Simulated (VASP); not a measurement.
**SiC (Moissanite): single point with PBE**

The system is SiC (Moissanite).

```
Si C
1.0
     3.07600    0.00000    0.00000
    -1.53800    2.66389    0.00000
     0.00000    0.00000    5.04800
Si C
2 2
Direct
  0.66667 0.33333 0.50000
  0.33333 0.66667 0.00000
  0.66667 0.33333 0.88500
  0.33333 0.66667 0.38500
```

```json
{
  "Program": "VASP 6.6.1",
  "Task": "single point",
  "Functional": "PBE",
  "Potentials or basis": "VASP PAW PBE potentials, release 64 (Si, C)",
  "Cutoff": "520 eV",
  "k mesh": "6 × 6 × 3",
  "Occupations": "fermi-dirac, width 0.05 eV",
  "Spin": "no spin polarisation"
}
```

- Pressure: 3.7 GPa
- Largest force: 0.750 eV/Å
- Band gap on the k mesh: 2.32 eV, indirect (least direct gap 4.07 eV)

Forces on the atoms (eV/Å):
```
Si   0.000  0.000  0.750
Si   0.000  0.000  0.750
C    0.000  0.000 -0.750
C    0.000  0.000 -0.750
```

Stress tensor (GPa, compression positive):
```
5.26 0.00 0.00
0.00 5.26 0.00
0.00 0.00 0.44
```

Levels at points of the mesh, in eV from the valence-band top:
| k point | band 6 | band 7 | band 8 | band 9 | band 10 | band 11 |
| --- | --- | --- | --- | --- | --- | --- |
| (0.00, 0.00, 0.00) | -0.28 | -0.28 | 0.00 | 4.62 | 6.02 | 6.50 |
| (0.50, 0.00, 0.00) | -3.54 | -3.26 | -1.49 | 2.59 | 4.19 | 6.74 |

Wall time 7.9 s on 1 thread of Intel(R) Xeon(R) Platinum 8259CL CPU @ 2.50GHz (Skylake/Cascade Lake), on a shared host, peak memory 0.14 GiB.

A k mesh can miss the band edges. A hybrid or GW would open this gap; PBE tends to underestimate it.
